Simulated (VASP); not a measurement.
# AlCu5 (P4/mmm) in VASP: notebook, part 2 of 3

VASP 6.6.1. The steps go on from the part before.

### Step 3. Single point, PBE

This run uses another cell than the first one, of 16.70 Å³/atom.

Contents of INCAR:

```
SYSTEM = AlCu5
PREC = Accurate ; ENCUT = 520
EDIFF = 1E-6 ; ISMEAR = 0
SIGMA = 0.1 ; LREAL = .FALSE.
LASPH = .TRUE. ; NELM = 80
ALGO = Normal ; ISIF = 2
LWAVE = .FALSE. ; LCHARG = .TRUE.
GGA = PE ; LELF = .TRUE.
LVHAR = .TRUE. ; NBANDS = 38
```

Contents of KPOINTS:

```
regular mesh
0
G
  4 4 4
  0 0 0
```

Contents of POSCAR:

```
AlCu5
1.0
    6.3107460468      0.0000000000      0.0000000000
    0.0000000000      6.3107460468      0.0000000000
    0.0000000000      0.0000000000      2.5159188588
Al Cu
1 5
Direct
    0.5000000000      0.5000000000      0.0000000000
    0.3202160710      0.0000000000      0.5000000000
    0.6797839290      0.0000000000      0.5000000000
    0.0000000000      0.3202160710      0.5000000000
    0.0000000000      0.6797839290      0.5000000000
    0.0000000000      0.0000000000      0.0000000000
```

Potentials or basis: VASP PAW PBE potentials, release 64 (Al, Cu).

On the command line:

```console
> cat potpaw_PBE.64/Al/POTCAR potpaw_PBE.64/Cu/POTCAR > POTCAR
> mpirun -np 1 vasp_std > vasp.out
```

OUTCAR:

```text
SYSTEM = AlCu5
   PREC = Accurate
   ENCUT = 520
   EDIFF = 1E-6
   ISMEAR = 0
   LREAL = .FALSE.
   LASPH = .TRUE.
   NELM = 80
   ISIF = 2
   GGA = PE

 ion  position               nearest neighbor table
   1  0.500  0.500  0.000-
   2  0.320  0.000  0.500-   3 2.27   6 2.38   6 2.38
   3  0.680  0.000  0.500-   2 2.27   6 2.38   6 2.38
   4  0.000  0.320  0.500-   5 2.27   6 2.38   6 2.38
   5  0.000  0.680  0.500-   4 2.27   6 2.38   6 2.38
   6  0.000  0.000  0.000-   2 2.38   3 2.38   4 2.38   5 2.38   2 2.38   3 2.38   4 2.38   5 2.38

  LATTYP: Found a simple tetragonal cell.
 ALAT       =     6.3107460468
 C/A-ratio  =     0.3986721760

  Lattice vectors:

 A1 = (   6.3107460468,   0.0000000000,   0.0000000000)
 A2 = (   0.0000000000,   6.3107460468,   0.0000000000)
 A3 = (   0.0000000000,   0.0000000000,   2.5159188588)

Analysis of symmetry for initial positions (statically):
=====================================================================
 Subroutine PRICEL returns:
 Original cell was already a primitive cell.

 Routine SETGRP: Setting up the symmetry group for a
 simple tetragonal supercell.

 Subroutine GETGRP returns: Found 16 space group operations
 (whereof 16 operations were pure point group operations)
 out of a pool of 16 trial point group operations.

The static configuration has the point symmetry D_4h.

Analysis of symmetry for dynamics (positions and initial velocities):
=====================================================================
 Subroutine PRICEL returns:
 Original cell was already a primitive cell.

 Routine SETGRP: Setting up the symmetry group for a
 simple tetragonal supercell.

 Subroutine GETGRP returns: Found 16 space group operations
 (whereof 16 operations were pure point group operations)
 out of a pool of 16 trial point group operations.

The dynamic configuration has the point symmetry D_4h.

 Subroutine INISYM returns: Found 16 space group operations
 (whereof 16 operations are pure point group operations),
 and found     1 'primitive' translations

----------------------------------------------------------------------------------------

                                     Primitive cell

  volume of cell :     100.1978

  direct lattice vectors                    reciprocal lattice vectors
     6.310746047  0.000000000  0.000000000     0.158459870  0.000000000  0.000000000
     0.000000000  6.310746047  0.000000000     0.000000000  0.158459870  0.000000000
     0.000000000  0.000000000  2.515918859     0.000000000  0.000000000  0.397469098

  length of vectors
     6.310746047  6.310746047  2.515918859     0.158459870  0.158459870  0.397469098

  position of ions in fractional coordinates (direct lattice)
     0.500000000  0.500000000  0.000000000
     0.320216071  0.000000000  0.500000000
     0.679783929  0.000000000  0.500000000
     0.000000000  0.320216071  0.500000000
     0.000000000  0.679783929  0.500000000
     0.000000000  0.000000000  0.000000000

  ion indices of the primitive-cell ions
   primitive index   ion index
                 1           1
                 2           2
                 3           3
                 4           4
                 5           5
[... 27 lines left out ...]

 Following reciprocal coordinates:
            Coordinates               Weight
  0.000000  0.000000  0.000000      1.000000
  0.250000  0.000000  0.000000      4.000000
  0.500000  0.000000  0.000000      2.000000
  0.250000  0.250000  0.000000      4.000000
  0.500000  0.250000  0.000000      4.000000
  0.500000  0.500000  0.000000      1.000000
[... 10 lines left out ...]
  0.500000  0.250000  0.500000      4.000000
  0.500000  0.500000  0.500000      1.000000
   k-points           NKPTS =     18   k-points in BZ     NKDIM =     18   number of bands    NBANDS=     38
   number of dos      NEDOS =    301   number of ions     NIONS =      6
   total plane-waves  NPLWV =  46080
   dimension x,y,z NGX =    48 NGY =   48 NGZ =   20
   dimension x,y,z NGXF=    96 NGYF=   96 NGZF=   40
   ions per type =               1   5
   NGX,Y,Z   is equivalent  to a cutoff of  12.64, 12.64, 13.22 a.u.
   NGXF,Y,Z  is equivalent  to a cutoff of  25.29, 25.29, 26.43 a.u.
 SYSTEM =  AlCu5
   PREC   = accura    normal or accurate (medium, high low for compatibility)
   ISTART =      0    job   : 0-new  1-cont  2-samecut
   ICHARG =      2    charge: 1-file 2-atom 10-const
   ISPIN  =      1    spin polarized calculation?
   LNONCOLLINEAR =      F non collinear calculations
   LSORBIT =      F    spin-orbit coupling
   LASPH  =      T    aspherical Exc in radial PAW
   ENCUT  =  520.0 eV  38.22 Ry    6.18 a.u.  11.73 11.73  4.68*2*pi/ulx,y,z
   NELM   =     80;   NELMIN=  2; NELMDL= -5     # of ELM steps
   EDIFF  = 0.1E-05   stopping-criterion for ELM
   LREAL  =      F    real-space projection
   EDIFFG = 0.1E-04   stopping-criterion for IOM
   NSW    =      0    number of steps for IOM
   IBRION =     -1    ionic relax: 0-MD 1-quasi-New 2-CG
   NFREE  =      0    steps in history (QN), initial steepest desc. (CG)
   ISIF   =      2    stress and relaxation
   ISYM   =      2    0-nonsym 1-usesym 2-fastsym
   POTIM  = 0.5000    time-step for ionic-motion
   TEBEG  =    0.0;   TEEND  =   0.0 temperature during run
   PSTRESS=    0.0 pullay stress
   NELECT =      58.0000    total number of electrons
   NUPDOWN=      -1.0000    fix difference up-down
   EMIN   =  10.00;   EMAX   =-10.00  energy-range for DOS
   EFERMI =   0.00;   METHOD = LEGACY
   ISMEAR =     0;   SIGMA  =   0.10  broadening in eV -4-tet -1-fermi 0-gaus
   EFERMI_NEDOS =   21; number of points for ismear=-14 and -15
   IALGO  =     38    algorithm
   IMIX   =      4    mixing-type and parameters
     AMIX     =   0.40;   BMIX     =  1.00
     AMIX_MAG =   1.60;   BMIX_MAG =  1.00
  volume/ion in A,a.u.               =      16.70       112.69
  Fermi-wavevector in a.u.,A,eV,Ry     =   1.364368  2.578281 25.327241  1.861500
  Thomas-Fermi vector in A             =   2.490690
   LORBIT       =      0    0 simple, 1 ext, 2 COOP (PROOUT), +10 PAW based schemes
   GGA     = PE    functional components
   LHFCALC =     F    Hartree Fock is set to
   AEXX    =    0.0000 exact exchange contribution
   IVDW    =     0    specifies the selected vdW correction
   LEPSILON=     F    determine dielectric tensor
   LRPA    =     F    only Hartree local field effects (RPA)
 non-spin polarized calculation
 Gauss-broadening in eV      SIGMA  =   0.10
  energy-cutoff  :      520.00
  volume of cell :      100.20
 maximum number of plane-waves:      2725
 NGX is ok and might be reduce to    48
   NGX = 23   NGY = 23   NGZ =  9

 number of electron      58.0000033 magnetization

 Free energy of the ion-electron system (eV)
  ---------------------------------------------------
  ext. energy  EPLUGINS =         0.00000000
  ---------------------------------------------------
  free energy    TOTEN  =       -19.22835685 eV

  energy without entropy =      -19.20796744  energy(sigma->0) =      -19.21816214

 E-fermi :   4.7224     XC(G=0): -10.5487

 val. band max:        4.6947390559   @ k =   0.2500   0.0000   0.2500
 cond. band min:       4.7356257646   @ k =   0.5000   0.2500   0.0000
 fundamental gap:      0.0408867087
 Fermi energy:         4.7224066610

 k-point     1 :       0.0000    0.0000    0.0000
  band No.  band energies     occupation
      1      -3.4582      2.00000
      2      -1.3315      2.00000
      3      -0.3088      2.00000
      4       0.2118      2.00000
      5       0.5731      2.00000
      6       0.5731      2.00000
[... 727 lines left out ...]
     37      11.7987      0.00000
     38      12.7080      0.00000

------------------------ aborting loop because EDIFF is reached ----------------------------------------

  FORCE on cell =-STRESS in cart. coord.  units (eV):
  Direction    XX          YY          ZZ          XY          YZ          ZX
  --------------------------------------------------------------------------------------
  -------------------------------------------------------------------------------------
  Total        0.0888797      0.0888797     -0.0526834      0.0000000      0.0000000      0.0000000
  in kB        1.4211990      1.4211990     -0.8424157      0.0000000      0.0000000      0.0000000
  external PRESSURE =       0.6666608 kB  Pullay stress =       0.0000000 kB

 VOLUME and BASIS-vectors are now :
 -----------------------------------------------------------------------------
  energy-cutoff  :      520.00
  volume of cell :      100.20
      direct lattice vectors                 reciprocal lattice vectors
     6.310746047  0.000000000  0.000000000     0.158459870  0.000000000  0.000000000
     0.000000000  6.310746047  0.000000000     0.000000000  0.158459870  0.000000000
     0.000000000  0.000000000  2.515918859     0.000000000  0.000000000  0.397469098

 POSITION                                       TOTAL-FORCE (eV/Angst)
 -----------------------------------------------------------------------------------
      3.15537      3.15537      0.00000        -0.000000      0.000000      0.000000
      2.02080      0.00000      1.25796         0.006803      0.000000      0.000000
      4.28994      0.00000      1.25796        -0.006803      0.000000     -0.000000
      0.00000      2.02080      1.25796        -0.000000      0.006803     -0.000000
      0.00000      4.28994      1.25796         0.000000     -0.006803      0.000000
      0.00000      0.00000      0.00000        -0.000000      0.000000      0.000000
 -----------------------------------------------------------------------------------
    total drift:                                0.000000      0.000000     -0.000000

  FREE ENERGIE OF THE ION-ELECTRON SYSTEM (eV)
  ---------------------------------------------------
  free  energy   TOTEN  =       -19.2283568514 eV

  energy  without entropy=      -19.2079674358  energy(sigma->0) =      -19.21816214
```

Run time: 45 s. Hardware: 1 thread of Intel Xeon 6975P-C (Granite Rapids), shared host; peak memory 0.22 GiB.

What came out:

- Free energy: -19.2284 eV
- Pressure: 0.1 GPa
- Largest force: 0.007 eV/Å
- Band gap on the k mesh: zero (bands 29 and 30 overlap by 3.01 eV)

Forces on the atoms (eV/Å):
```
Al   0.000  0.000  0.000
Cu   0.007  0.000  0.000
Cu  -0.007  0.000  0.000
Cu   0.000  0.007  0.000
Cu   0.000 -0.007  0.000
Cu   0.000  0.000  0.000
```

Levels at points of the mesh, in eV from the Fermi level:
| k point | band 27 | band 28 | band 29 | band 30 | band 31 | band 32 |
| --- | --- | --- | --- | --- | --- | --- |
| (0.00, 0.00, 0.00) | -1.63 | -1.58 | -1.27 | -1.27 | -0.91 | 0.94 |
| (0.50, 0.00, 0.00) | -1.66 | -1.65 | -1.27 | -0.98 | -0.92 | 0.60 |
| (0.50, 0.50, 0.00) | -1.63 | -1.63 | -1.58 | 1.24 | 1.24 | 1.88 |
| (0.00, 0.00, 0.50) | -0.78 | 0.49 | 1.74 | 3.09 | 3.09 | 3.10 |
| (0.50, 0.00, 0.50) | -0.24 | 0.35 | 0.51 | 2.01 | 3.04 | 3.33 |
| (0.50, 0.50, 0.50) | 0.49 | 0.49 | 0.61 | 0.64 | 1.68 | 2.40 |

Caveat: the k points lie up to 0.62 Å⁻¹ apart, too coarse for converged energies and pressures of a metal.

### Step 4. Single point, PBE

This run uses another cell than the first one, of 16.63 Å³/atom.

Contents of INCAR:

```
PREC = Accurate
ENCUT = 520
EDIFF = 1E-6
ISMEAR = 0
SIGMA = 0.1
LREAL = False
LASPH = True
NELM = 80
ALGO = Fast
ISIF = 2
LWAVE = False
LCHARG = False
GGA = PE
NBANDS = 38
```

Contents of KPOINTS:

```
Automatic mesh
0
Gamma
  4 4 6
```

Contents of POSCAR:

```
AlCu5
1.0
    6.2808322020      0.0000000000      0.0000000000
    0.0000000000      6.2808322020      0.0000000000
    0.0000000000      0.0000000000      2.5294458870
Al Cu
1 5
Direct
    0.5000000000      0.5000000000      0.0000000000
    0.3194812337      0.0000000000      0.5000000000
    0.6805187663      0.0000000000      0.5000000000
    0.0000000000      0.3194812337      0.5000000000
    0.0000000000      0.6805187663      0.5000000000
    0.0000000000      0.0000000000      0.0000000000
```

Potentials or basis: VASP PAW PBE potentials, release 64 (Al, Cu).

On the command line:

```console
> cat potpaw_PBE.64/Al/POTCAR potpaw_PBE.64/Cu/POTCAR > POTCAR
> mpirun -np 1 vasp_std > vasp.out
```

OUTCAR:

```text
PREC = Accurate
   ENCUT = 520
   EDIFF = 1E-6
   ISMEAR = 0
   LREAL = False
   LASPH = True
   NELM = 80
   ISIF = 2
   GGA = PE

 ion  position               nearest neighbor table
   1  0.500  0.500  0.000-
   2  0.319  0.000  0.500-   3 2.27   6 2.37   6 2.37
   3  0.681  0.000  0.500-   2 2.27   6 2.37   6 2.37
   4  0.000  0.319  0.500-   5 2.27   6 2.37   6 2.37
   5  0.000  0.681  0.500-   4 2.27   6 2.37   6 2.37
   6  0.000  0.000  0.000-   2 2.37   3 2.37   4 2.37   5 2.37   2 2.37   3 2.37   4 2.37   5 2.37

  LATTYP: Found a simple tetragonal cell.
 ALAT       =     6.2808322020
 C/A-ratio  =     0.4027246399

  Lattice vectors:

 A1 = (   6.2808322020,   0.0000000000,   0.0000000000)
 A2 = (   0.0000000000,   6.2808322020,   0.0000000000)
 A3 = (   0.0000000000,   0.0000000000,   2.5294458870)

Analysis of symmetry for initial positions (statically):
=====================================================================
 Subroutine PRICEL returns:
 Original cell was already a primitive cell.

 Routine SETGRP: Setting up the symmetry group for a
 simple tetragonal supercell.

 Subroutine GETGRP returns: Found 16 space group operations
 (whereof 16 operations were pure point group operations)
 out of a pool of 16 trial point group operations.

The static configuration has the point symmetry D_4h.

Analysis of symmetry for dynamics (positions and initial velocities):
=====================================================================
 Subroutine PRICEL returns:
 Original cell was already a primitive cell.

 Routine SETGRP: Setting up the symmetry group for a
 simple tetragonal supercell.

 Subroutine GETGRP returns: Found 16 space group operations
 (whereof 16 operations were pure point group operations)
 out of a pool of 16 trial point group operations.

The dynamic configuration has the point symmetry D_4h.

[... 126 lines left out ...]
  volume/ion in A,a.u.               =      16.63       112.23
  Fermi-wavevector in a.u.,A,eV,Ry     =   1.366252  2.581842 25.397252  1.866645
  Thomas-Fermi vector in A             =   2.492409
   LORBIT       =      0    0 simple, 1 ext, 2 COOP (PROOUT), +10 PAW based schemes
   GGA     = PE    functional components
   LHFCALC =     F    Hartree Fock is set to
   AEXX    =    0.0000 exact exchange contribution
   IVDW    =     0    specifies the selected vdW correction
   LEPSILON=     F    determine dielectric tensor
   LRPA    =     F    only Hartree local field effects (RPA)
 non-spin polarized calculation
 RMM-DIIS sequential band-by-band and
 Gauss-broadening in eV      SIGMA  =   0.10
  energy-cutoff  :      520.00
  volume of cell :       99.78
 maximum number of plane-waves:      2712
 NGX is ok and might be reduce to    48
   NGX = 23   NGY = 23   NGZ =  9

 number of electron      57.9999984 magnetization

 Free energy of the ion-electron system (eV)
  ---------------------------------------------------
  ext. energy  EPLUGINS =         0.00000000
  ---------------------------------------------------
  free energy    TOTEN  =       -19.37380056 eV

  energy without entropy =      -19.36256406  energy(sigma->0) =      -19.36818231

 E-fermi :   4.7900     XC(G=0): -10.5708

 val. band max:        4.7508740686   @ k =   0.2500   0.0000   0.0000
 cond. band min:       4.7926735886   @ k =   0.2500   0.2500   0.1667
 fundamental gap:      0.0417995199
 Fermi energy:         4.7900447946

 k-point     1 :       0.0000    0.0000    0.0000
  band No.  band energies     occupation
      1      -3.4351      2.00000
      2      -1.3272      2.00000
      3      -0.2364      2.00000
      4       0.2608      2.00000
      5       0.6618      2.00000
      6       0.6618      2.00000
[... 973 lines left out ...]
     37      11.9395      0.00000
     38      12.7916      0.00000

------------------------ aborting loop because EDIFF is reached ----------------------------------------

  FORCE on cell =-STRESS in cart. coord.  units (eV):
  Direction    XX          YY          ZZ          XY          YZ          ZX
  --------------------------------------------------------------------------------------
  -------------------------------------------------------------------------------------
  Total        0.2650435      0.2650435      0.2473992      0.0000000      0.0000000      0.0000000
  in kB        4.2556703      4.2556703      3.9723638      0.0000000      0.0000000      0.0000000
  external PRESSURE =       4.1612348 kB  Pullay stress =       0.0000000 kB

 VOLUME and BASIS-vectors are now :
 -----------------------------------------------------------------------------
  energy-cutoff  :      520.00
  volume of cell :       99.78
      direct lattice vectors                 reciprocal lattice vectors
     6.280832202  0.000000000  0.000000000     0.159214570  0.000000000  0.000000000
     0.000000000  6.280832202  0.000000000     0.000000000  0.159214570  0.000000000
     0.000000000  0.000000000  2.529445887     0.000000000  0.000000000  0.395343504

 POSITION                                       TOTAL-FORCE (eV/Angst)
 -----------------------------------------------------------------------------------
      3.14042      3.14042      0.00000        -0.000000      0.000000      0.000000
      2.00661      0.00000      1.26472         0.000154     -0.000000      0.000000
      4.27422      0.00000      1.26472        -0.000154      0.000000      0.000000
      0.00000      2.00661      1.26472        -0.000000      0.000154      0.000000
      0.00000      4.27422      1.26472         0.000000     -0.000154      0.000000
      0.00000      0.00000      0.00000        -0.000000      0.000000      0.000000
 -----------------------------------------------------------------------------------
    total drift:                                0.000000      0.000000      0.000000

  FREE ENERGIE OF THE ION-ELECTRON SYSTEM (eV)
  ---------------------------------------------------
  free  energy   TOTEN  =       -19.3738005596 eV

  energy  without entropy=      -19.3625640555  energy(sigma->0) =      -19.36818231
```

stdout:

```text
POSCAR found type information on POSCAR AlCu
 POSCAR found :  2 types and       6 ions
 scaLAPACK will be used
 LDA part: xc-table for (Slater+PW92), standard interpolation
 POSCAR, INCAR and KPOINTS ok, starting setup
 FFT: planning ... GRIDC
 FFT: planning ... GRID_SOFT
 FFT: planning ... GRID
 WAVECAR not read
 entering main loop
```

Wall time 52 s (1 thread of Intel Xeon 6975P-C (Granite Rapids), shared host); peak memory 0.23 GiB.

What came out:

```
Free energy            : -19.3738 eV
Pressure               : 0.4 GPa
Band gap on the k mesh : zero (bands 29 and 30 overlap by 2.90 eV)
```

Levels at points of the mesh, in eV from the Fermi level:
| k point | band 25 | band 26 | band 27 | band 28 | band 29 | band 30 | band 31 | band 32 | band 33 | band 34 |
| --- | --- | --- | --- | --- | --- | --- | --- | --- | --- | --- |
| (0.00, 0.00, 0.00) | -1.78 | -1.74 | -1.63 | -1.57 | -1.26 | -1.26 | -0.88 | 0.96 | 0.96 | 2.17 |
| (0.50, 0.00, 0.00) | -1.68 | -1.67 | -1.66 | -1.64 | -1.26 | -1.01 | -0.89 | 0.64 | 2.32 | 4.75 |
| (0.50, 0.50, 0.00) | -1.72 | -1.64 | -1.64 | -1.64 | -1.58 | 1.28 | 1.28 | 1.89 | 2.42 | 2.42 |
| (0.00, 0.00, 0.50) | -1.08 | -0.97 | -0.86 | 0.45 | 1.64 | 3.06 | 3.06 | 3.11 | 3.62 | 3.71 |
| (0.50, 0.00, 0.50) | -1.08 | -0.90 | -0.33 | 0.30 | 0.47 | 1.95 | 2.95 | 3.32 | 3.38 | 3.94 |
| (0.50, 0.50, 0.50) | -1.35 | -1.20 | 0.46 | 0.46 | 0.51 | 0.57 | 1.64 | 2.30 | 2.30 | 6.13 |

Caveat: the k points lie up to 0.41 Å⁻¹ apart, too coarse for converged energies and pressures of a metal.

(Continued in part 3 of 3.)
